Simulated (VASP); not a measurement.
# BN (wurtzite type) (P6_3mc) in VASP: a series of runs

Runs on BN (wurtzite type). Level: PBE. Tasks: single point.

Everything below comes from runs of VASP 6.6.1. Logs are shortened: lines on timing, memory, paths and dates and some standing lists are left out, and cuts for length are marked.

## 1. The cell of the first run

It takes space group P6_3mc (No. 186, hexagonal). Conventional cell: a = 2.196 Å, b = 2.196 Å, c = 3.659 Å, α = 90.00°, β = 90.00°, γ = 120.00°. Within 1.8 Å of B (site symmetry 3m) lie 4 N at 1.35 to 1.36 Å. Within 1.8 Å of N (site symmetry 3m) lie 4 B at 1.35 to 1.36 Å.

## 2. Single point, PBE

Contents of INCAR:

```
ALGO     = Normal         # electronic algorithm
EDIFF    = 1E-7           # SCF threshold, eV
ENCUT    = 520            # plane-wave cutoff, eV
GGA      = PE             # functional
ISIF     = 2              # what is computed and relaxed
ISMEAR   = -1             # smearing method
LASPH    = True           # aspherical terms in the spheres
LCHARG   = False          # write CHGCAR
LREAL    = False          # projectors in reciprocal space
LWAVE    = False          # write WAVECAR
NBANDS   = 16             # bands
NELM     = 80             # most SCF steps
PREC     = Accurate       # precision mode
SIGMA    = 0.05           # smearing width, eV
```

Contents of KPOINTS:

```
k-points
0
Gamma
  12 12 6
```

Contents of POSCAR:

```
BN
1.0
    2.1960227124      0.0000000000      0.0000000000
   -1.0980113562      1.9018114563      0.0000000000
    0.0000000000      0.0000000000      3.6587326835
B N
2 2
Direct
    0.3333333333      0.6666666667      0.0023790181
    0.6666666667      0.3333333333      0.5023790181
    0.3333333333      0.6666666667      0.3736209819
    0.6666666667      0.3333333333      0.8736209819
```

Potentials or basis: VASP PAW PBE potentials, release 64 (B, N).

The run is started by

```bash
cat potpaw_PBE.64/B/POTCAR potpaw_PBE.64/N/POTCAR > POTCAR
mpirun -np 1 vasp_std > vasp.out
```

OUTCAR:

```text
EDIFF = 1E-7
   ENCUT = 520
   GGA = PE
   ISIF = 2
   ISMEAR = -1
   LASPH = True
   LREAL = False
   NELM = 80
   PREC = Accurate

 ion  position               nearest neighbor table
   1  0.333  0.667  0.002-   4 1.35   4 1.35   4 1.35   3 1.36
   2  0.667  0.333  0.502-   3 1.35   3 1.35   3 1.35   4 1.36
   3  0.333  0.667  0.374-   2 1.35   2 1.35   2 1.35   1 1.36
   4  0.667  0.333  0.874-   1 1.35   1 1.35   1 1.35   2 1.36

  LATTYP: Found a hexagonal cell.
 ALAT       =     2.1960227124
 C/A-ratio  =     1.6660723329

  Lattice vectors:

 A1 = (   2.1960227124,   0.0000000000,   0.0000000000)
 A2 = (  -1.0980113562,   1.9018114563,   0.0000000000)
 A3 = (   0.0000000000,   0.0000000000,   3.6587326835)

Analysis of symmetry for initial positions (statically):
=====================================================================
 Subroutine PRICEL returns:
 Original cell was already a primitive cell.

 Routine SETGRP: Setting up the symmetry group for a
 hexagonal supercell.

 Subroutine GETGRP returns: Found 12 space group operations
 (whereof  6 operations were pure point group operations)
 out of a pool of 24 trial point group operations.

The static configuration has the point symmetry C_3v.
 The point group associated with its full space group is C_6v.

Analysis of symmetry for dynamics (positions and initial velocities):
=====================================================================
 Subroutine PRICEL returns:
 Original cell was already a primitive cell.

 Routine SETGRP: Setting up the symmetry group for a
 hexagonal supercell.

 Subroutine GETGRP returns: Found 12 space group operations
 (whereof  6 operations were pure point group operations)
 out of a pool of 24 trial point group operations.

The dynamic configuration has the point symmetry C_3v.
 The point group associated with its full space group is C_6v.

 Subroutine INISYM returns: Found 12 space group operations
 (whereof  6 operations are pure point group operations),
 and found     1 'primitive' translations

----------------------------------------------------------------------------------------
[... 92 lines left out ...]
   LNONCOLLINEAR =      F non collinear calculations
   LSORBIT =      F    spin-orbit coupling
   LASPH  =      T    aspherical Exc in radial PAW
   ENCUT  =  520.0 eV  38.22 Ry    6.18 a.u.   4.08  4.08  6.80*2*pi/ulx,y,z
   NELM   =     80;   NELMIN=  2; NELMDL= -5     # of ELM steps
   EDIFF  = 0.1E-06   stopping-criterion for ELM
   LREAL  =      F    real-space projection
   EDIFFG = 0.1E-05   stopping-criterion for IOM
   NSW    =      0    number of steps for IOM
   IBRION =     -1    ionic relax: 0-MD 1-quasi-New 2-CG
   NFREE  =      0    steps in history (QN), initial steepest desc. (CG)
   ISIF   =      2    stress and relaxation
   ISYM   =      2    0-nonsym 1-usesym 2-fastsym
   POTIM  = 0.5000    time-step for ionic-motion
   TEBEG  =    0.0;   TEEND  =   0.0 temperature during run
   PSTRESS=    0.0 pullay stress
   NELECT =      16.0000    total number of electrons
   NUPDOWN=      -1.0000    fix difference up-down
   EMIN   =  10.00;   EMAX   =-10.00  energy-range for DOS
   EFERMI =   0.00;   METHOD = LEGACY
   ISMEAR =    -1;   SIGMA  =   0.05  broadening in eV -4-tet -1-fermi 0-gaus
   EFERMI_NEDOS =   21; number of points for ismear=-14 and -15
   IALGO  =     38    algorithm
   IMIX   =      4    mixing-type and parameters
     AMIX     =   0.40;   BMIX     =  1.00
     AMIX_MAG =   1.60;   BMIX_MAG =  1.00
  volume/ion in A,a.u.               =       3.82        25.78
  Fermi-wavevector in a.u.,A,eV,Ry     =   1.662404  3.141488 37.600872  2.763586
  Thomas-Fermi vector in A             =   2.749300
   LORBIT       =      0    0 simple, 1 ext, 2 COOP (PROOUT), +10 PAW based schemes
   GGA     = PE    functional components
   LHFCALC =     F    Hartree Fock is set to
   AEXX    =    0.0000 exact exchange contribution
   IVDW    =     0    specifies the selected vdW correction
   LEPSILON=     F    determine dielectric tensor
   LRPA    =     F    only Hartree local field effects (RPA)
 non-spin polarized calculation
  energy-cutoff  :      520.00
  volume of cell :       15.28
 maximum number of plane-waves:       424
   NGX =  9   NGY =  9   NGZ = 13

 number of electron      15.9999998 magnetization

 Free energy of the ion-electron system (eV)
  ---------------------------------------------------
  ext. energy  EPLUGINS =         0.00000000
  ---------------------------------------------------
  free energy    TOTEN  =       -27.72980737 eV

  energy without entropy =      -27.72980737  energy(sigma->0) =      -27.72980737

 E-fermi :  15.1183     XC(G=0): -15.0990

 val. band max:       14.2191824837   @ k =   0.0000   0.0000   0.0000
 cond. band min:      17.8356196542   @ k =   0.3333   0.3333   0.0000
 fundamental gap:      3.6164371705
 Fermi energy:        15.1183307218

 k-point     1 :       0.0000    0.0000    0.0000
  band No.  band energies     occupation
      1     -12.2952      2.00000
      2      -5.9984      2.00000
      3      -1.7527      2.00000
      4      10.9585      2.00000
      5      10.9585      2.00000
      6      13.4113      2.00000
[... 433 lines left out ...]
      3       1.2887      2.00000
      4       3.6510      2.00000
      5       6.1046      2.00000
      6       7.5534      2.00000
[... 8 lines left out ...]
     15      36.3845      0.00000
     16      37.8488      0.00000

 [... further k-points ...]

------------------------ aborting loop because EDIFF is reached ----------------------------------------

  FORCE on cell =-STRESS in cart. coord.  units (eV):
  Direction    XX          YY          ZZ          XY          YZ          ZX
  --------------------------------------------------------------------------------------
  -------------------------------------------------------------------------------------
  Total       35.4101455     35.4101455     35.4223917      0.0000000      0.0000000      0.0000000
  in kB     3712.8151485   3712.8151488   3714.0991857      0.0000000      0.0000000      0.0000000
  external PRESSURE =    3713.2431610 kB  Pullay stress =       0.0000000 kB

 VOLUME and BASIS-vectors are now :
 -----------------------------------------------------------------------------
  energy-cutoff  :      520.00
  volume of cell :       15.28
      direct lattice vectors                 reciprocal lattice vectors
     2.196022712  0.000000000  0.000000000     0.455368696  0.262907239  0.000000000
    -1.098011356  1.901811456  0.000000000     0.000000000  0.525814479  0.000000000
     0.000000000  0.000000000  3.658732683     0.000000000  0.000000000  0.273318683

 POSITION                                       TOTAL-FORCE (eV/Angst)
 -----------------------------------------------------------------------------------
     -0.00000      1.26787      0.00870        -0.000000      0.000000      0.003924
      1.09801      0.63394      1.83807         0.000000     -0.000000      0.003924
     -0.00000      1.26787      1.36698         0.000000      0.000000     -0.003924
      1.09801      0.63394      3.19635        -0.000000     -0.000000     -0.003924
 -----------------------------------------------------------------------------------
    total drift:                               -0.000000     -0.000000     -0.000734

  FREE ENERGIE OF THE ION-ELECTRON SYSTEM (eV)
  ---------------------------------------------------
  free  energy   TOTEN  =       -27.7298073660 eV

  energy  without entropy=      -27.7298073659  energy(sigma->0) =      -27.72980737
```

stdout:

```text
POSCAR found type information on POSCAR B N
 POSCAR found :  2 types and       4 ions
 scaLAPACK will be used
 LDA part: xc-table for (Slater+PW92), standard interpolation
 POSCAR, INCAR and KPOINTS ok, starting setup
 FFT: planning ... GRIDC
 FFT: planning ... GRID_SOFT
 FFT: planning ... GRID
 WAVECAR not read
 entering main loop
```

Run time: 6 s. Hardware: 1 thread of Intel Xeon 6975P-C (Granite Rapids), shared host; peak memory 0.12 GiB.

What came out:

| Quantity | Value |
| --- | --- |
| Free energy | -27.7298 eV |
| Pressure | 371.3 GPa |
| Largest force | 0.004 eV/Å |
| Band gap on the k mesh | 3.62 eV, indirect (least direct gap 10.06 eV) |

Forces in eV/Å, atoms in the order of the input:
```
B    0.000  0.000  0.004
B    0.000  0.000  0.004
N    0.000  0.000 -0.004
N    0.000  0.000 -0.004
```

Levels at points of the mesh, in eV from the valence-band top:
```tsv
k point	band 4	band 5	band 6	band 7	band 8	band 9	band 10	band 11	band 12	band 13
(0.00, 0.00, 0.00)	-3.26	-3.26	-0.81	0.00	0.00	10.06	10.06	10.60	15.38	15.38
(0.50, 0.00, 0.00)	-11.13	-9.85	-7.69	-7.32	-3.26	8.23	8.90	12.56	14.48	19.85
(0.00, 0.00, 0.50)	-8.27	-1.83	-1.83	-1.83	-1.83	12.25	12.25	12.25	12.25	13.62
(0.50, 0.00, 0.50)	-14.46	-5.87	-5.87	-5.57	-5.57	7.86	7.86	12.91	12.91	18.73
```

A k mesh can miss the band edges. As with any semilocal functional, this PBE gap is likely too small.

## 3. Single point, PBE

Contents of INCAR:

```
SYSTEM = BN
  PREC = Accurate
  ENCUT = 520
  EDIFF = 1E-6
  ISMEAR = -1
  SIGMA = 0.05
  LREAL = .FALSE.
  LASPH = .TRUE.
  NELM = 60
  ALGO = Normal
  ISIF = 2
  LWAVE = .FALSE.
  LCHARG = .FALSE.
  GGA = PE
  NBANDS = 16
```

Contents of KPOINTS:

```
regular mesh
0
G
  12 12 6
  0 0 0
```

Changes to POSCAR since step 2:

```diff
@@ -3,4 +3,4 @@
     2.1960227124      0.0000000000      0.0000000000
-   -1.0980113562      1.9018114563      0.0000000000
-    0.0000000000      0.0000000000      3.6587326835
+   -1.0980113562      1.9018114562      0.0000000000
+    0.0000000000      0.0000000000      3.6587326836
 B N
```

Potentials or basis: VASP PAW PBE potentials, release 64 (B, N).

The run is started by

```bash
cat potpaw_PBE.64/B/POTCAR potpaw_PBE.64/N/POTCAR > POTCAR
mpirun -np 1 vasp_std > vasp.out
```

OUTCAR:

```text
SYSTEM = BN
   PREC = Accurate
   ENCUT = 520
   EDIFF = 1E-6
   ISMEAR = -1
   LREAL = .FALSE.
   LASPH = .TRUE.
   NELM = 60
   ISIF = 2
   GGA = PE

 ion  position               nearest neighbor table
   1  0.333  0.667  0.002-   4 1.35   4 1.35   4 1.35   3 1.36
   2  0.667  0.333  0.502-   3 1.35   3 1.35   3 1.35   4 1.36
   3  0.333  0.667  0.374-   2 1.35   2 1.35   2 1.35   1 1.36
   4  0.667  0.333  0.874-   1 1.35   1 1.35   1 1.35   2 1.36

  LATTYP: Found a hexagonal cell.
 ALAT       =     2.1960227124
 C/A-ratio  =     1.6660723329

  Lattice vectors:

 A1 = (   2.1960227124,   0.0000000000,   0.0000000000)
 A2 = (  -1.0980113562,   1.9018114562,   0.0000000000)
 A3 = (   0.0000000000,   0.0000000000,   3.6587326836)

Analysis of symmetry for initial positions (statically):
=====================================================================
 Subroutine PRICEL returns:
 Original cell was already a primitive cell.

 Routine SETGRP: Setting up the symmetry group for a
 hexagonal supercell.

 Subroutine GETGRP returns: Found 12 space group operations
 (whereof  6 operations were pure point group operations)
[... 173 lines left out ...]
 fundamental gap:      3.6164276641
 Fermi energy:        15.1182767280

 k-point     1 :       0.0000    0.0000    0.0000
  band No.  band energies     occupation
      1     -12.2953      2.00000
      2      -5.9985      2.00000
      3      -1.7527      2.00000
      4      10.9585      2.00000
      5      10.9585      2.00000
      6      13.4112      2.00000
[... 433 lines left out ...]
      3       1.2887      2.00000
      4       3.6509      2.00000
      5       6.1046      2.00000
      6       7.5533      2.00000
[... 8 lines left out ...]
     15      36.3844      0.00000
     16      37.8488      0.00000

 [... further k-points ...]

------------------------ aborting loop because EDIFF is reached ----------------------------------------

  FORCE on cell =-STRESS in cart. coord.  units (eV):
  Direction    XX          YY          ZZ          XY          YZ          ZX
  --------------------------------------------------------------------------------------
  -------------------------------------------------------------------------------------
  Total       35.4110135     35.4110135     35.4231863      0.0000000      0.0000000      0.0000000
  in kB     3712.9061603   3712.9061602   3714.1824909      0.0000000      0.0000000      0.0000000
  external PRESSURE =    3713.3316038 kB  Pullay stress =       0.0000000 kB

 VOLUME and BASIS-vectors are now :
 -----------------------------------------------------------------------------
  energy-cutoff  :      520.00
  volume of cell :       15.28
      direct lattice vectors                 reciprocal lattice vectors
     2.196022712  0.000000000  0.000000000     0.455368696  0.262907240  0.000000000
    -1.098011356  1.901811456  0.000000000     0.000000000  0.525814479  0.000000000
     0.000000000  0.000000000  3.658732684     0.000000000  0.000000000  0.273318683

 POSITION                                       TOTAL-FORCE (eV/Angst)
 -----------------------------------------------------------------------------------
     -0.00000      1.26787      0.00870        -0.000000     -0.000000      0.004042
      1.09801      0.63394      1.83807         0.000000     -0.000000      0.004042
     -0.00000      1.26787      1.36698         0.000000     -0.000000     -0.004042
      1.09801      0.63394      3.19635        -0.000000      0.000000     -0.004042
 -----------------------------------------------------------------------------------
    total drift:                               -0.000000     -0.000000     -0.001077

  FREE ENERGIE OF THE ION-ELECTRON SYSTEM (eV)
  ---------------------------------------------------
  free  energy   TOTEN  =       -27.7298073369 eV

  energy  without entropy=      -27.7298073368  energy(sigma->0) =      -27.72980734
```

OSZICAR:

```text
N       E                     dE             d eps       ncg     rms          rms(c)
DAV:   1     0.539848750863E+02    0.53985E+02   -0.88949E+03  2448   0.103E+03
DAV:   2    -0.298798722797E+02   -0.83865E+02   -0.79399E+02  3360   0.276E+02
DAV:   3    -0.317380547787E+02   -0.18582E+01   -0.18563E+01  2920   0.368E+01
DAV:   4    -0.317404701041E+02   -0.24153E-02   -0.24152E-02  2992   0.151E+00
DAV:   5    -0.317404746827E+02   -0.45786E-05   -0.45785E-05  2936   0.562E-02    0.142E+01
DAV:   6    -0.283622609036E+02    0.33782E+01   -0.28630E+00  3280   0.161E+01    0.748E+00
DAV:   7    -0.277721062608E+02    0.59015E+00   -0.10170E+00  3288   0.876E+00    0.375E+00
DAV:   8    -0.277309235855E+02    0.41183E-01   -0.74580E-02  2792   0.283E+00    0.414E-01
DAV:   9    -0.277296500478E+02    0.12735E-02   -0.28281E-03  2920   0.650E-01    0.251E-01
DAV:  10    -0.277298049399E+02   -0.15489E-03   -0.27616E-04  2944   0.146E-01    0.231E-02
DAV:  11    -0.277298064719E+02   -0.15320E-05   -0.27232E-05  2976   0.497E-02    0.179E-02
DAV:  12    -0.277298073369E+02   -0.86498E-06   -0.31974E-06  3056   0.193E-02
   1 F= -.27729807E+02 E0= -.27729807E+02  d E =-.708608E-10
```

stdout:

```text
POSCAR found type information on POSCAR B N
 POSCAR found :  2 types and       4 ions
 scaLAPACK will be used
 LDA part: xc-table for (Slater+PW92), standard interpolation
 POSCAR, INCAR and KPOINTS ok, starting setup
 FFT: planning ... GRIDC
 FFT: planning ... GRID_SOFT
 FFT: planning ... GRID
 WAVECAR not read
 entering main loop
```

Run time: 5.4 s. Hardware: 1 thread of Intel Xeon 6975P-C (Granite Rapids), shared host; peak memory 0.13 GiB.

What came out:

| Item | Value |
| --- | --- |
| Free energy | -27.7298 eV |
| Pressure | 371.3 GPa |
| Largest force | 0.004 eV/Å |
| Band gap on the k mesh | 3.62 eV, indirect (least direct gap 10.06 eV) |

Forces on the atoms (eV/Å):
```
B    0.000  0.000  0.004
B    0.000  0.000  0.004
N    0.000  0.000 -0.004
N    0.000  0.000 -0.004
```

Levels at points of the mesh, in eV from the valence-band top:
| k point | band 5 | band 6 | band 7 | band 8 | band 9 | band 10 | band 11 | band 12 |
| --- | --- | --- | --- | --- | --- | --- | --- | --- |
| (0.00, 0.00, 0.00) | -3.26 | -0.81 | 0.00 | 0.00 | 10.06 | 10.06 | 10.60 | 15.38 |
| (0.50, 0.00, 0.00) | -9.85 | -7.69 | -7.32 | -3.26 | 8.23 | 8.90 | 12.56 | 14.48 |
| (0.00, 0.00, 0.50) | -1.83 | -1.83 | -1.83 | -1.83 | 12.25 | 12.25 | 12.25 | 12.25 |
| (0.50, 0.00, 0.50) | -5.87 | -5.87 | -5.57 | -5.57 | 7.86 | 7.86 | 12.91 | 12.91 |

## 4. Single point, PBE

Contents of INCAR:

```
  ALGO = Normal
  EDIFF = 1E-6
  ENCUT = 520
  GGA = PE
  ISIF = 2
  ISMEAR = -1
  LASPH = True
  LCHARG = False
  LREAL = False
  LWAVE = False
  NBANDS = 16
  NELM = 60
  PREC = Accurate
  SIGMA = 0.05
```

Contents of KPOINTS:

```
k-points
0
Gamma
  12 12 6
```

POSCAR is that of step 3.

The run is started by

```bash
cat potpaw_PBE.64/B/POTCAR potpaw_PBE.64/N/POTCAR > POTCAR
mpirun -np 1 vasp_std > vasp.out
```

It took 5.4 s on 1 thread of Intel Xeon 6975P-C (Granite Rapids), shared host; peak memory 0.12 GiB.

It converged, with:

```
Free energy            : -27.7298 eV
Pressure               : 371.3 GPa
Largest force          : 0.004 eV/Å
Band gap on the k mesh : 3.62 eV, indirect (least direct gap 10.06 eV)
```

Forces on the atoms (eV/Å):
```
B    0.000  0.000  0.004
B    0.000  0.000  0.004
N    0.000  0.000 -0.004
N    0.000  0.000 -0.004
```

Stress tensor (GPa, compression positive):
```
371.29   0.00   0.00
  0.00 371.29   0.00
  0.00   0.00 371.42
```

Levels at points of the mesh, in eV from the valence-band top:
```
           k point  band 6  band 7  band 8  band 9  band 10  band 11
(0.00, 0.00, 0.00)   -0.81    0.00    0.00   10.06    10.06    10.60
(0.50, 0.00, 0.00)   -7.69   -7.32   -3.26    8.23     8.90    12.56
(0.00, 0.00, 0.50)   -1.83   -1.83   -1.83   12.25    12.25    12.25
(0.50, 0.00, 0.50)   -5.87   -5.57   -5.57    7.86     7.86    12.91
```

 A k mesh can miss the band edges.
